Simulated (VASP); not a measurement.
# Ge (P6/mmm) in VASP: further runs, part 2 of 2

VASP 6.6.1.

### 6 Relaxation of cell and atoms, PBE

The input, INCAR:

```
SYSTEM = Ge
  ALGO = Normal
  EDIFF = 1E-7
  EDIFFG = -0.01
  ENCUT = 600
  GGA = PE
  IBRION = 2
  ISIF = 3
  ISMEAR = 0
  LASPH = .TRUE.
  LCHARG = .FALSE.
  LREAL = .FALSE.
  LWAVE = .FALSE.
  NELM = 60
  NSW = 100
  PREC = Accurate
  SIGMA = 0.1
```

The input, KPOINTS:

```
k-points
0
G
  24 24 20
  0 0 0
```

The input, POSCAR:

```
Ge
1.0
    2.8689963845      0.0000000000      0.0000000000
   -1.4344981922      2.4846237523      0.0000000000
    0.0000000000      0.0000000000      2.6749219773
Ge
1
Direct
    0.0000000000      0.0000000000      0.0000000000
```

Potentials or basis: VASP PAW PBE potentials, release 64 (Ge_d).

On the command line:

```sh
$ cat potpaw_PBE.64/Ge_d/POTCAR > POTCAR
$ mpirun -np 1 vasp_std > vasp.out
```

OUTCAR:

```text
SYSTEM = Ge
   EDIFF = 1E-7
   EDIFFG = -0.01
   ENCUT = 600
   GGA = PE
   IBRION = 2
   ISIF = 3
   ISMEAR = 0
   LASPH = .TRUE.
   LREAL = .FALSE.
   NELM = 60
   NSW = 100
   PREC = Accurate

 ion  position               nearest neighbor table
   1  0.000  0.000  0.000-

  LATTYP: Found a hexagonal cell.
 ALAT       =     2.8689963845
 C/A-ratio  =     0.9323546003

  Lattice vectors:

 A1 = (   2.8689963845,   0.0000000000,   0.0000000000)
 A2 = (  -1.4344981922,   2.4846237523,   0.0000000000)
 A3 = (   0.0000000000,   0.0000000000,   2.6749219773)

Analysis of symmetry for initial positions (statically):
=====================================================================
 Subroutine PRICEL returns:
 Original cell was already a primitive cell.

 Routine SETGRP: Setting up the symmetry group for a
 hexagonal supercell.

 Subroutine GETGRP returns: Found 24 space group operations
 (whereof 24 operations were pure point group operations)
 out of a pool of 24 trial point group operations.

The static configuration has the point symmetry D_6h.

Analysis of symmetry for dynamics (positions and initial velocities):
=====================================================================
 Subroutine PRICEL returns:
 Original cell was already a primitive cell.

 Routine SETGRP: Setting up the symmetry group for a
 hexagonal supercell.

 Subroutine GETGRP returns: Found 24 space group operations
 (whereof 24 operations were pure point group operations)
 out of a pool of 24 trial point group operations.

The dynamic configuration has the point symmetry D_6h.

 Subroutine INISYM returns: Found 24 space group operations
 (whereof 24 operations are pure point group operations),
 and found     1 'primitive' translations

----------------------------------------------------------------------------------------

                                     Primitive cell

  volume of cell :      19.0679

  direct lattice vectors                    reciprocal lattice vectors
     2.868996384  0.000000000  0.000000000     0.348553942  0.201237712  0.000000000
    -1.434498192  2.484623752  0.000000000     0.000000000  0.402475425  0.000000000
     0.000000000  0.000000000  2.674921977     0.000000000  0.000000000  0.373842680

  length of vectors
     2.868996384  2.868996384  2.674921977     0.402475425  0.402475425  0.373842680

  position of ions in fractional coordinates (direct lattice)
     0.000000000  0.000000000  0.000000000

  ion indices of the primitive-cell ions
   primitive index   ion index
                 1           1

----------------------------------------------------------------------------------------

 KPOINTS: k-points

Automatic generation of k-mesh.
 Grid dimensions read from file:
 generate k-points for:   24   24   20

 Generating k-lattice:

  Cartesian coordinates                     Fractional coordinates (reciprocal lattice)
     0.014523081  0.008384905  0.000000000     0.041666667  0.000000000  0.000000000
     0.000000000  0.016769809  0.000000000     0.000000000  0.041666667  0.000000000
     0.000000000  0.000000000  0.018692134     0.000000000  0.000000000  0.050000000

  Length of vectors
     0.016769809  0.016769809  0.018692134

  Shift w.r.t. Gamma in fractional coordinates (k-lattice)
[... 45 lines left out ...]
   ICHARG =      2    charge: 1-file 2-atom 10-const
   ISPIN  =      1    spin polarized calculation?
   LNONCOLLINEAR =      F non collinear calculations
   LSORBIT =      F    spin-orbit coupling
   LASPH  =      T    aspherical Exc in radial PAW
   ENCUT  =  600.0 eV  44.10 Ry    6.64 a.u.   5.73  5.73  5.34*2*pi/ulx,y,z
   NELM   =     60;   NELMIN=  2; NELMDL= -5     # of ELM steps
   EDIFF  = 0.1E-06   stopping-criterion for ELM
   LREAL  =      F    real-space projection
   EDIFFG = -.1E-01   stopping-criterion for IOM
   NSW    =    100    number of steps for IOM
   IBRION =      2    ionic relax: 0-MD 1-quasi-New 2-CG
   NFREE  =      1    steps in history (QN), initial steepest desc. (CG)
   ISIF   =      3    stress and relaxation
   ISYM   =      2    0-nonsym 1-usesym 2-fastsym
   POTIM  = 0.5000    time-step for ionic-motion
   TEBEG  =    0.0;   TEEND  =   0.0 temperature during run
   PSTRESS=    0.0 pullay stress
   NELECT =      14.0000    total number of electrons
   NUPDOWN=      -1.0000    fix difference up-down
   EMIN   =  10.00;   EMAX   =-10.00  energy-range for DOS
   EFERMI =   0.00;   METHOD = LEGACY
   ISMEAR =     0;   SIGMA  =   0.10  broadening in eV -4-tet -1-fermi 0-gaus
   EFERMI_NEDOS =   21; number of points for ismear=-14 and -15
   IALGO  =     38    algorithm
   IMIX   =      4    mixing-type and parameters
     AMIX     =   0.40;   BMIX     =  1.00
     AMIX_MAG =   1.60;   BMIX_MAG =  1.00
  volume/ion in A,a.u.               =      19.07       128.68
  Fermi-wavevector in a.u.,A,eV,Ry     =   1.476897  2.790931 29.677371  2.181225
  Thomas-Fermi vector in A             =   2.591368
   LORBIT       =      0    0 simple, 1 ext, 2 COOP (PROOUT), +10 PAW based schemes
   GGA     = PE    functional components
   LHFCALC =     F    Hartree Fock is set to
   AEXX    =    0.0000 exact exchange contribution
   IVDW    =     0    specifies the selected vdW correction
   LEPSILON=     F    determine dielectric tensor
   LRPA    =     F    only Hartree local field effects (RPA)
 conjugate gradient relaxation of ions
 non-spin polarized calculation
 Gauss-broadening in eV      SIGMA  =   0.10
  energy-cutoff  :      600.00
  volume of cell :       19.07
 maximum number of plane-waves:       658
 NGX is ok and might be reduce to    24
   NGX = 11   NGY = 11   NGZ = 11

--------------------------------------- Ionic step        1  -------------------------------------------

 number of electron      14.0000006 magnetization

 Free energy of the ion-electron system (eV)
  ---------------------------------------------------
  ext. energy  EPLUGINS =         0.00000000
  ---------------------------------------------------
  free energy    TOTEN  =        -4.27474694 eV

  energy without entropy =       -4.27312735  energy(sigma->0) =       -4.27393715

------------------------ aborting loop because EDIFF is reached ----------------------------------------

  FORCE on cell =-STRESS in cart. coord.  units (eV):
  Direction    XX          YY          ZZ          XY          YZ          ZX
  --------------------------------------------------------------------------------------
  -------------------------------------------------------------------------------------
  Total        0.0908218      0.0908218      0.1729486      0.0000000     -0.0000000      0.0000000
  in kB        7.6313098      7.6313098     14.5320178      0.0000000     -0.0000000      0.0000000
  external PRESSURE =       9.9315458 kB  Pullay stress =       0.0000000 kB
[... 57 lines left out ...]
--------------------------------------- Ionic step        3  -------------------------------------------

 number of electron      14.0000002 magnetization

 Free energy of the ion-electron system (eV)
  ---------------------------------------------------
  ext. energy  EPLUGINS =         0.00000000
  ---------------------------------------------------
  free energy    TOTEN  =        -4.27570909 eV

  energy without entropy =       -4.27414766  energy(sigma->0) =       -4.27492837

 E-fermi :   6.3634     XC(G=0): -11.1067

 val. band max:        6.3444954407   @ k =   0.1667   0.0000   0.2500
 cond. band min:       6.3799193685   @ k =   0.2917   0.2500   0.5000
 fundamental gap:      0.0354239278
 Fermi energy:         6.3634376098

 k-point     1 :       0.0000    0.0000    0.0000
  band No.  band energies     occupation
      1     -18.3932      2.00000
      2     -18.3091      2.00000
      3     -18.3091      2.00000
      4     -18.1683      2.00000
      5     -18.1683      2.00000
      6      -6.6060      2.00000
      7      12.9908      0.00000
      8      14.4762      0.00000
      9      14.4762      0.00000
     10      16.5279      0.00000
     11      20.3973      0.00000
[... 309 lines left out ...]
 k-point    24 :       0.4583    0.0417    0.0000
  band No.  band energies     occupation
      1     -18.3762      2.00000
      2     -18.2874      2.00000
      3     -18.2173      2.00000
      4     -18.1902      2.00000
      5     -18.1807      2.00000
      6      -1.8018      2.00000
      7       1.0565      2.00000
      8       9.9785      0.00000
      9      14.9493      0.00000
     10      16.7078      0.00000
     11      22.2986      0.00000

 [... further k-points ...]

------------------------ aborting loop because EDIFF is reached ----------------------------------------

  FORCE on cell =-STRESS in cart. coord.  units (eV):
  Direction    XX          YY          ZZ          XY          YZ          ZX
  --------------------------------------------------------------------------------------
  -------------------------------------------------------------------------------------
  Total       -0.0032812     -0.0032812     -0.0001288     -0.0000000      0.0000000     -0.0000000
  in kB       -0.2716923     -0.2716923     -0.0106651     -0.0000000      0.0000000     -0.0000000
  external PRESSURE =      -0.1846832 kB  Pullay stress =       0.0000000 kB
[... 16 lines left out ...]
  FREE ENERGIE OF THE ION-ELECTRON SYSTEM (eV)
  ---------------------------------------------------
  free  energy   TOTEN  =        -4.2757090915 eV

  energy  without entropy=       -4.2741476576  energy(sigma->0) =       -4.27492837

 reached required accuracy - stopping structural energy minimisation
```

OSZICAR:

```text
N       E                     dE             d eps       ncg     rms          rms(c)
DAV:   1     0.568622510676E+02    0.56862E+02   -0.82513E+03 15278   0.382E+03
DAV:   2     0.380579519591E+00   -0.56482E+02   -0.54553E+02 15181   0.419E+02
DAV:   3    -0.420990751425E+01   -0.45905E+01   -0.45513E+01 16633   0.740E+01
DAV:   4    -0.428266451483E+01   -0.72757E-01   -0.72715E-01 16201   0.103E+01
[... 21 lines left out ...]
DAV:   2    -0.427593484975E+01    0.67061E-03   -0.83522E-04 17004   0.735E-01    0.886E-02
DAV:   3    -0.427572108492E+01    0.21376E-03   -0.32162E-04 18680   0.394E-01    0.183E-02
DAV:   4    -0.427570878700E+01    0.12298E-04   -0.26336E-05 16946   0.129E-01    0.539E-03
DAV:   5    -0.427570901036E+01   -0.22336E-06   -0.47642E-07 16414   0.107E-02    0.212E-03
DAV:   6    -0.427570909151E+01   -0.81157E-07   -0.39792E-08  9088   0.519E-03
   3 F= -.42757091E+01 E0= -.42749284E+01  d E =-.962153E-03
```

It took 78 s on 1 thread of Intel Xeon 6975P-C (Granite Rapids), shared host; peak memory 0.28 GiB.

Results:

```yaml
Free_energy: -4.2757 eV
Relaxed_volume: 19.35 Å³/atom
Relaxed_cell: a = 2.880 Å, b = 2.880 Å, c = 2.694 Å, α = 90.00°, β = 90.00°, γ = 120.00°
Space_group_after_relaxing_to_0.1_Å: P6/mmm (No. 191)
Energy_gained_by_relaxing: 1.0 meV/atom
Ionic_steps: 3
Pressure_after_relaxing: 0.0 GPa
Band_gap_on_the_k_mesh: zero (bands 7 and 8 overlap by 10.09 eV)
```

Step by step:
```tsv
step	energy change (eV)	largest force (eV/Å)	pressure (GPa)	volume (Å³)
1	0.0000	0.0000	0.99	19.07
2	-0.0009	0.0000	-0.16	19.40
3	-0.0010	0.0000	-0.02	19.35
```

Final structure:
```cif
data_structure
_symmetry_space_group_name_H-M 'P 1'
_symmetry_Int_Tables_number 1
_cell_length_a 2.8798
_cell_length_b 2.8798
_cell_length_c 2.6941
_cell_angle_alpha 90.000
_cell_angle_beta 90.000
_cell_angle_gamma 120.000
_cell_volume 19.35
loop_
_atom_site_label
_atom_site_type_symbol
_atom_site_fract_x
_atom_site_fract_y
_atom_site_fract_z
_atom_site_occupancy
Ge1 Ge 0.00000 0.00000 0.00000 1
```

### 7 Summary

| task | cell | k mesh | cutoff (eV) | gap on the mesh (eV) | pressure (GPa) | relaxed volume (Å³/atom) |
| --- | --- | --- | --- | --- | --- | --- |
| single point | a = 2.869, b = 2.869, c = 2.675 Å, angles 90.0, 90.0, 120.0°, 1 atom | 9 × 9 × 6 | 520 | none | -0.2 | - |
| relaxation of cell and atoms | relaxed from a = 3.061, b = 3.061, c = 2.861 Å, angles 90.0, 90.0, 120.0°, 1 atom | 6 × 6 × 6 | 600 | none | 0.1 | 19.68 |
| relaxation of cell and atoms | relaxed from a = 2.848, b = 2.848, c = 2.806 Å, angles 90.0, 90.0, 120.0°, 1 atom | 9 × 9 × 6 | 600 | none | 0.1 | 19.05 |
| single point | a = 2.879, b = 2.879, c = 2.693 Å, angles 90.0, 90.0, 120.0°, 1 atom | 24 × 24 × 20 | 520 | none | -0.2 | - |
| relaxation of cell and atoms | relaxed from a = 2.869, b = 2.869, c = 2.675 Å, angles 90.0, 90.0, 120.0°, 1 atom | 24 × 24 × 20 | 600 | none | 0.0 | 19.35 |

Alike in all rows: level PBE; potentials or basis VASP PAW PBE potentials, release 64 (Ge_d); no spin polarisation; smearing gaussian 0.1 eV.

Caveats: some runs use coarse meshes; the volume moved by over 15 % at a fixed basis, so the end points are rough (at least some runs).

Total energies depend on the potentials used, so only differences within one code and one set of settings carry meaning.

The gap in the log of VASP goes by the Fermi energy; the results here count the filled bands.